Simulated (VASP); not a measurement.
# Sb (P6_3/mmc) in VASP: notebook

Sb is run at these levels: r2SCAN; tasks: single point.

Everything below comes from runs of VASP 6.6.1. Logs are shortened: lines on timing, memory, paths and dates and some standing lists are left out, and cuts for length are marked.

**1. The cell of the first run**

The structure is hexagonal, space group P6_3/mmc (No. 194). Conventional cell: a = 3.209 Å, b = 3.209 Å, c = 5.337 Å, α = 90.00°, β = 90.00°, γ = 120.00°. Sb (site symmetry -6m2) has 12 Sb at 3.21 to 3.25 Å within 4.2 Å.

**2. Single point, r2SCAN (volume scaled by 0.88)**

POSCAR reads:

```
Sb
1.0
    3.2093778456      0.0000000000      0.0000000000
   -1.6046889228      2.7794027447      0.0000000000
    0.0000000000      0.0000000000      5.3374699587
Sb
2
Direct
    0.3333333333      0.6666666667      0.2500000000
    0.6666666667      0.3333333333      0.7500000000
```

INCAR.step1 reads:

```
PREC = Accurate ; ENCUT = 520
ISMEAR = -1 ; SIGMA = 0.1
LREAL = F ; LASPH = T
NELM = 80 ; NBANDS = 12
GGA = PE ; ALGO = Normal
EDIFF = 1E-4 ; LWAVE = T
LCHARG = F
```

INCAR.step2 reads:

```
PREC = Accurate ; ENCUT = 520
EDIFF = 1E-7 ; ISMEAR = -1
SIGMA = 0.1 ; LREAL = F
LASPH = T ; NELM = 80
ALGO = Normal ; ISIF = 2
LWAVE = F ; LCHARG = F
METAGGA = R2SCAN ; LMIXTAU = T
NBANDS = 12 ; ISTART = 1
```

KPOINTS reads:

```
Automatic mesh
0
Gamma
  12 12 7
```

Potentials or basis: VASP PAW PBE potentials, release 64 (Sb).

Launch:

```sh
> cat potpaw_PBE.64/Sb/POTCAR > POTCAR
> cp INCAR.step1 INCAR
> mpirun -np 1 vasp_std > vasp.out
> cp INCAR.step2 INCAR
> mpirun -np 1 vasp_std > vasp.out
```

OUTCAR:

```text
PREC = Accurate
   ENCUT = 520
   EDIFF = 1E-7
   ISMEAR = -1
   LREAL = F
   LASPH = T
   NELM = 80
   ISIF = 2
   METAGGA = R2SCAN
   ISTART = 1

 ion  position               nearest neighbor table
   1  0.333  0.667  0.250-   2 3.25   2 3.25   2 3.25   2 3.25   2 3.25   2 3.25
   2  0.667  0.333  0.750-   1 3.25   1 3.25   1 3.25   1 3.25   1 3.25   1 3.25

  LATTYP: Found a hexagonal cell.
 ALAT       =     3.2093778456
 C/A-ratio  =     1.6630855622

  Lattice vectors:

 A1 = (   3.2093778456,   0.0000000000,   0.0000000000)
 A2 = (  -1.6046889228,   2.7794027447,   0.0000000000)
 A3 = (   0.0000000000,   0.0000000000,   5.3374699587)

Analysis of symmetry for initial positions (statically):
=====================================================================
 Subroutine PRICEL returns:
 Original cell was already a primitive cell.

 Routine SETGRP: Setting up the symmetry group for a
 hexagonal supercell.

 Subroutine GETGRP returns: Found 24 space group operations
 (whereof 12 operations were pure point group operations)
 out of a pool of 24 trial point group operations.

The static configuration has the point symmetry D_3d.
 The point group associated with its full space group is D_6h.

Analysis of symmetry for dynamics (positions and initial velocities):
=====================================================================
 Subroutine PRICEL returns:
 Original cell was already a primitive cell.

 Routine SETGRP: Setting up the symmetry group for a
 hexagonal supercell.

 Subroutine GETGRP returns: Found 24 space group operations
 (whereof 12 operations were pure point group operations)
 out of a pool of 24 trial point group operations.

The dynamic configuration has the point symmetry D_3d.
 The point group associated with its full space group is D_6h.

 Subroutine INISYM returns: Found 24 space group operations
 (whereof 12 operations are pure point group operations),
 and found     1 'primitive' translations

----------------------------------------------------------------------------------------

                                     Primitive cell

  volume of cell :      47.6111

  direct lattice vectors                    reciprocal lattice vectors
     3.209377846  0.000000000  0.000000000     0.311586871  0.179894764  0.000000000
    -1.604688923  2.779402745  0.000000000     0.000000000  0.359789527  0.000000000
     0.000000000  0.000000000  5.337469959     0.000000000  0.000000000  0.187354684

  length of vectors
     3.209377846  3.209377846  5.337469959     0.359789527  0.359789527  0.187354684

  position of ions in fractional coordinates (direct lattice)
     0.333333333  0.666666667  0.250000000
     0.666666667  0.333333333  0.750000000

  ion indices of the primitive-cell ions
   primitive index   ion index
                 1           1
                 2           2

----------------------------------------------------------------------------------------

 KPOINTS: Automatic mesh

Automatic generation of k-mesh.
 Grid dimensions read from file:
 generate k-points for:   12   12    7

 Generating k-lattice:

  Cartesian coordinates                     Fractional coordinates (reciprocal lattice)
     0.025965573  0.014991230  0.000000000     0.083333333  0.000000000  0.000000000
     0.000000000  0.029982461  0.000000000     0.000000000  0.083333333  0.000000000
     0.000000000  0.000000000  0.026764955     0.000000000  0.000000000  0.142857143

  Length of vectors
     0.029982461  0.029982461  0.026764955

  Shift w.r.t. Gamma in fractional coordinates (k-lattice)
     0.000000000  0.000000000  0.000000000

 Subroutine IBZKPT returns following result:
 ===========================================

 Found     76 irreducible k-points:

 Following reciprocal coordinates:
            Coordinates               Weight
  0.000000  0.000000  0.000000      1.000000
  0.083333  0.000000  0.000000      6.000000
  0.166667  0.000000  0.000000      6.000000
  0.250000  0.000000  0.000000      6.000000
  0.333333  0.000000  0.000000      6.000000
  0.416667  0.000000  0.000000      6.000000
[... 16 lines left out ...]
  0.250000  0.000000  0.142857     12.000000
  0.333333  0.000000  0.142857     12.000000
 [... further k-points ...]
   k-points           NKPTS =     76   k-points in BZ     NKDIM =     76   number of bands    NBANDS=     12
   number of dos      NEDOS =    301   number of ions     NIONS =      2
   total plane-waves  NPLWV =  23040
   dimension x,y,z NGX =    24 NGY =   24 NGZ =   40
   dimension x,y,z NGXF=    48 NGYF=   48 NGZF=   80
   ions per type =               2
   NGX,Y,Z   is equivalent  to a cutoff of  12.43, 12.43, 12.46 a.u.
   NGXF,Y,Z  is equivalent  to a cutoff of  24.86, 24.86, 24.92 a.u.
 SYSTEM =  unknown system
   PREC   = accura    normal or accurate (medium, high low for compatibility)
   ISTART =      1    job   : 0-new  1-cont  2-samecut
   ICHARG =      0    charge: 1-file 2-atom 10-const
   ISPIN  =      1    spin polarized calculation?
   LNONCOLLINEAR =      F non collinear calculations
   LSORBIT =      F    spin-orbit coupling
   LASPH  =      T    aspherical Exc in radial PAW
   ENCUT  =  520.0 eV  38.22 Ry    6.18 a.u.   5.97  5.97  9.92*2*pi/ulx,y,z
   NELM   =     80;   NELMIN=  2; NELMDL=  0     # of ELM steps
   EDIFF  = 0.1E-06   stopping-criterion for ELM
   LREAL  =      F    real-space projection
   EDIFFG = 0.1E-05   stopping-criterion for IOM
   NSW    =      0    number of steps for IOM
   IBRION =     -1    ionic relax: 0-MD 1-quasi-New 2-CG
   NFREE  =      0    steps in history (QN), initial steepest desc. (CG)
   ISIF   =      2    stress and relaxation
   ISYM   =      2    0-nonsym 1-usesym 2-fastsym
   POTIM  = 0.5000    time-step for ionic-motion
   TEBEG  =    0.0;   TEEND  =   0.0 temperature during run
   PSTRESS=    0.0 pullay stress
   NELECT =      10.0000    total number of electrons
   NUPDOWN=      -1.0000    fix difference up-down
   EMIN   =  10.00;   EMAX   =-10.00  energy-range for DOS
   EFERMI =   0.00;   METHOD = LEGACY
   ISMEAR =    -1;   SIGMA  =   0.10  broadening in eV -4-tet -1-fermi 0-gaus
   EFERMI_NEDOS =   21; number of points for ismear=-14 and -15
   IALGO  =     38    algorithm
   IMIX   =      4    mixing-type and parameters
     AMIX     =   0.40;   BMIX     =  1.00
     AMIX_MAG =   1.60;   BMIX_MAG =  1.00
  volume/ion in A,a.u.               =      23.81       160.65
  Fermi-wavevector in a.u.,A,eV,Ry     =   0.973133  1.838955 12.884554  0.946988
  Thomas-Fermi vector in A             =   2.103488
   LORBIT       =      0    0 simple, 1 ext, 2 COOP (PROOUT), +10 PAW based schemes
   METAGGA = R2SCAN    functional components
   LHFCALC =     F    Hartree Fock is set to
   AEXX    =    0.0000 exact exchange contribution
   IVDW    =     0    specifies the selected vdW correction
   LEPSILON=     F    determine dielectric tensor
   LRPA    =     F    only Hartree local field effects (RPA)
 non-spin polarized calculation
  energy-cutoff  :      520.00
  volume of cell :       47.61
 maximum number of plane-waves:      1302
 NGX is ok and might be reduce to    24
   NGX = 11   NGY = 11   NGZ = 19

 number of electron       9.9999999 magnetization

 Free energy of the ion-electron system (eV)
  ---------------------------------------------------
  ext. energy  EPLUGINS =         0.00000000
  ---------------------------------------------------
  free energy    TOTEN  =       -50.37225946 eV

  energy without entropy =      -50.33390532  energy(sigma->0) =      -50.35308239

 E-fermi :  10.2260     XC(G=0): -11.4223

 val. band max:       10.2245599262   @ k =   0.2500   0.2500   0.1429
 cond. band min:      10.2275976105   @ k =   0.3333   0.0833   0.1429
 fundamental gap:      0.0030376844
 Fermi energy:        10.2260380245

 k-point     1 :       0.0000    0.0000    0.0000
  band No.  band energies     occupation
      1      -4.4851      2.00000
      2       0.0925      2.00000
      3       3.1152      2.00000
      4      14.8379      0.00000
      5      14.8379      0.00000
      6      16.5913      0.00000
      7      16.7826      0.00000
      8      16.7826      0.00000
      9      19.3140      0.00000
     10      19.8114      0.00000
     11      21.3159      0.00000
     12      21.3159      0.00000

 k-point     2 :       0.0833    0.0000    0.0000
  band No.  band energies     occupation
      1      -4.3379      2.00000
      2       0.2285      2.00000
      3       3.2676      2.00000
      4      13.3230      0.00000
      5      14.2117      0.00000
      6      16.0345      0.00000
      7      16.4924      0.00000
      8      16.9671      0.00000
      9      19.1675      0.00000
     10      20.2267      0.00000
     11      21.1501      0.00000
     12      21.2506      0.00000

 k-point     3 :       0.1667    0.0000    0.0000
  band No.  band energies     occupation
      1      -3.8968      2.00000
      2       0.6327      2.00000
      3       3.7209      2.00000
      4      10.7267      0.01330
      5      13.1372      0.00000
      6      14.2666      0.00000
      7      15.9038      0.00000
      8      16.6721      0.00000
      9      17.5525      0.00000
     10      19.8771      0.00000
     11      21.0366      0.00000
     12      21.3951      0.00000
[... 286 lines left out ...]
 k-point    23 :       0.2500    0.0000    0.1429
  band No.  band energies     occupation
      1      -3.0488      2.00000
      2       0.6864      2.00000
      3       5.2569      2.00000
      4       8.2833      2.00000
      5      11.5286      0.00000
      6      12.2675      0.00000
      7      14.4883      0.00000
      8      15.5960      0.00000
      9      16.5758      0.00000
     10      18.5515      0.00000
     11      19.5869      0.00000
     12      21.5660      0.00000

 k-point    24 :       0.3333    0.0000    0.1429
  band No.  band energies     occupation
      1      -2.0387      2.00000
      2       1.5608      2.00000
      3       5.5389      2.00000
      4       6.6547      2.00000
      5       9.2319      1.99990
      6      11.5092      0.00001
      7      13.0844      0.00000
      8      14.9100      0.00000
      9      15.7959      0.00000
     10      18.2820      0.00000
     11      19.4411      0.00000
     12      21.0754      0.00000

 [... further k-points ...]

------------------------ aborting loop because EDIFF is reached ----------------------------------------

  FORCE on cell =-STRESS in cart. coord.  units (eV):
  Direction    XX          YY          ZZ          XY          YZ          ZX
  --------------------------------------------------------------------------------------
  -------------------------------------------------------------------------------------
  Total        3.5045048      3.5045048      2.6309739     -0.0000000     -0.0000000      0.0000000
  in kB      117.9314017    117.9314017     88.5358889     -0.0000000     -0.0000000      0.0000000
  external PRESSURE =     108.1328974 kB  Pullay stress =       0.0000000 kB

 VOLUME and BASIS-vectors are now :
 -----------------------------------------------------------------------------
  energy-cutoff  :      520.00
  volume of cell :       47.61
      direct lattice vectors                 reciprocal lattice vectors
     3.209377846  0.000000000  0.000000000     0.311586871  0.179894764  0.000000000
    -1.604688923  2.779402745  0.000000000     0.000000000  0.359789527  0.000000000
     0.000000000  0.000000000  5.337469959     0.000000000  0.000000000  0.187354684

 POSITION                                       TOTAL-FORCE (eV/Angst)
 -----------------------------------------------------------------------------------
     -0.00000      1.85294      1.33437         0.000000      0.000000      0.000000
      1.60469      0.92647      4.00310        -0.000000      0.000000      0.000000
 -----------------------------------------------------------------------------------
    total drift:                               -0.000000      0.000000      0.000000

  FREE ENERGIE OF THE ION-ELECTRON SYSTEM (eV)
  ---------------------------------------------------
  free  energy   TOTEN  =       -50.3722594630 eV

  energy  without entropy=      -50.3339053152  energy(sigma->0) =      -50.35308239
```

Run time: 1.7 min. Hardware: 1 thread of Intel Xeon Platinum 8488C (Sapphire Rapids), shared host; peak memory 0.19 GiB.

What came out:

| Item | Value |
| --- | --- |
| Free energy | -50.3723 eV |
| Pressure | 10.8 GPa |
| Band gap on the k mesh | zero (band 5 reaches 15.60 eV, above the bottom of band 6 at 6.59 eV) |

Caveat: the PAW data sets were made with another functional, which shifts forces and pressure a little; spin-orbit coupling is left out, which moves the levels of the heavy elements.

**3. Single point, r2SCAN (volume scaled by 0.92)**

POSCAR reads:

```
Sb
1.0
    3.2572860706      0.0000000000      0.0000000000
   -1.6286430353      2.8208924845      0.0000000000
    0.0000000000      0.0000000000      5.4171454360
Sb
2
Direct
    0.3333333333      0.6666666667      0.2500000000
    0.6666666667      0.3333333333      0.7500000000
```

INCAR.step1 reads:

```
SYSTEM = Sb
PREC = Accurate ; ENCUT = 520
ISMEAR = -1 ; SIGMA = 0.1
LREAL = .False. ; LASPH = .True.
NELM = 80 ; NBANDS = 12
GGA = PE ; ALGO = Normal
EDIFF = 1E-4 ; LWAVE = .True.
LCHARG = .False.
```

INCAR.step2 reads:

```
SYSTEM = Sb
PREC = Accurate ; ENCUT = 520
EDIFF = 1E-6 ; ISMEAR = -1
SIGMA = 0.1 ; LREAL = .False.
LASPH = .True. ; NELM = 80
ALGO = Normal ; ISIF = 2
LWAVE = .False. ; LCHARG = .False.
METAGGA = R2SCAN ; LMIXTAU = .True.
NBANDS = 12 ; ISTART = 1
```

KPOINTS reads:

```
Automatic mesh
0
Gamma
  12 12 7
  0 0 0
```

Potentials or basis: VASP PAW PBE potentials, release 64 (Sb).

Launch:

```sh
> cat potpaw_PBE.64/Sb/POTCAR > POTCAR
> cp INCAR.step1 INCAR
> mpirun -np 1 vasp_std > vasp.out
> cp INCAR.step2 INCAR
> mpirun -np 1 vasp_std > vasp.out
```

Run time: 68 s. Hardware: 1 thread of Intel Xeon Platinum 8488C (Sapphire Rapids), shared host; peak memory 0.19 GiB.

Results (log left out):

- Free energy: -50.4875 eV
- Pressure: 6.4 GPa
- Band gap on the k mesh: zero (band 5 reaches 14.65 eV, above the bottom of band 6 at 6.14 eV)

Stress tensor (GPa, compression positive):
```
7.08 0.00 0.00
0.00 7.08 0.00
0.00 0.00 5.10
```

Levels at points of the mesh, in eV from the Fermi level:
| k point | band 2 | band 3 | band 4 | band 5 | band 6 | band 7 | band 8 | band 9 |
| --- | --- | --- | --- | --- | --- | --- | --- | --- |
| (0.00, 0.00, 0.00) | -9.99 | -6.77 | 4.37 | 4.37 | 6.01 | 6.22 | 6.22 | 8.88 |
| (0.50, 0.00, 0.00) | -8.59 | -4.78 | -3.69 | -2.70 | -0.26 | 0.52 | 4.20 | 4.88 |

Caveat: the PAW data sets were made with another functional, which shifts forces and pressure a little; spin-orbit coupling is left out, which moves the levels of the heavy elements.

**4. Single point, r2SCAN (volume scaled by 0.96)**

POSCAR reads:

```
Sb
1.0
    3.3038250164      0.0000000000      0.0000000000
   -1.6519125082      2.8611963939      0.0000000000
    0.0000000000      0.0000000000      5.4945436849
Sb
2
Direct
    0.3333333333      0.6666666667      0.2500000000
    0.6666666667      0.3333333333      0.7500000000
```

INCAR.step1 reads:

```
PREC     = Accurate       # precision mode
ENCUT    = 520            # plane-wave cutoff, eV
ISMEAR   = -1             # smearing method
SIGMA    = 0.1            # smearing width, eV
LREAL    = False          # projectors in reciprocal space
LASPH    = True           # aspherical terms in the spheres
NELM     = 80             # most SCF steps
NBANDS   = 12             # bands
GGA      = PE             # functional
ALGO     = Normal         # electronic algorithm
EDIFF    = 1E-4           # SCF threshold, eV
LWAVE    = True           # write WAVECAR
LCHARG   = False          # write CHGCAR
```

INCAR.step2 reads:

```
PREC     = Accurate       # precision mode
ENCUT    = 520            # plane-wave cutoff, eV
EDIFF    = 1E-7           # SCF threshold, eV
ISMEAR   = -1             # smearing method
SIGMA    = 0.1            # smearing width, eV
LREAL    = False          # projectors in reciprocal space
LASPH    = True           # aspherical terms in the spheres
NELM     = 80             # most SCF steps
ALGO     = Normal         # electronic algorithm
ISIF     = 2              # what is computed and relaxed
LWAVE    = False          # write WAVECAR
LCHARG   = True           # write CHGCAR
METAGGA  = R2SCAN         # meta-GGA
LMIXTAU  = True         
LELF     = True           # ELF
LVHAR    = True         
NBANDS   = 12             # bands
ISTART   = 1
```

KPOINTS reads:

```
regular mesh
0
Gamma
  12 12 7
```

Launch:

```sh
> cat potpaw_PBE.64/Sb/POTCAR > POTCAR
> cp INCAR.step1 INCAR
> mpirun -np 1 vasp_std > vasp.out
> cp INCAR.step2 INCAR
> mpirun -np 1 vasp_std > vasp.out
```

Run time: 2.1 min. Hardware: 1 thread of Intel Xeon Platinum 8488C (Sapphire Rapids), shared host; peak memory 0.21 GiB.

It converged, with:

| Item | Value |
| --- | --- |
| Free energy | -50.5499 eV |
| Pressure | 2.9 GPa |
| Band gap on the k mesh | zero (band 5 reaches 13.79 eV, above the bottom of band 6 at 5.72 eV) |

Stress tensor (GPa, compression positive):
```
3.34 0.00 0.00
0.00 3.34 0.00
0.00 0.00 2.15
```

Levels at points of the mesh, in eV from the Fermi level:
```
           k point  band 1  band 2  band 3  band 4  band 5  band 6  band 7  band 8  band 9  band 10
(0.00, 0.00, 0.00)  -13.91   -9.86   -6.45    4.14    4.14    5.67    5.90    5.90    8.68     9.48
(0.50, 0.00, 0.00)   -9.84   -8.45   -4.71   -3.56   -2.56   -0.17    0.51    3.98    4.88     8.23
```

Caveat: the PAW data sets were made with another functional, which shifts forces and pressure a little; spin-orbit coupling is left out, which moves the levels of the heavy elements.

**5. Overview**

```csv
cell,gap on the mesh (eV),pressure (GPa)
"a = 3.209, b = 3.209, c = 5.337 Å, angles 90.0, 90.0, 120.0°, 2 atoms",none,10.8
"a = 3.257, b = 3.257, c = 5.417 Å, angles 90.0, 90.0, 120.0°, 2 atoms",none,6.4
"a = 3.304, b = 3.304, c = 5.495 Å, angles 90.0, 90.0, 120.0°, 2 atoms",none,2.9
```

Alike in all rows: task single point; level r2SCAN; potentials or basis VASP PAW PBE potentials, release 64 (Sb); no spin polarisation; k mesh 12 × 12 × 7; cutoff (eV) 520; smearing fermi-dirac 0.1 eV.

Caveats: the PAW data sets were made with another functional, which shifts forces and pressure a little; spin-orbit coupling is left out, which moves the levels of the heavy elements.

Total energies depend on the potentials used, so only differences within one code and one set of settings carry meaning.
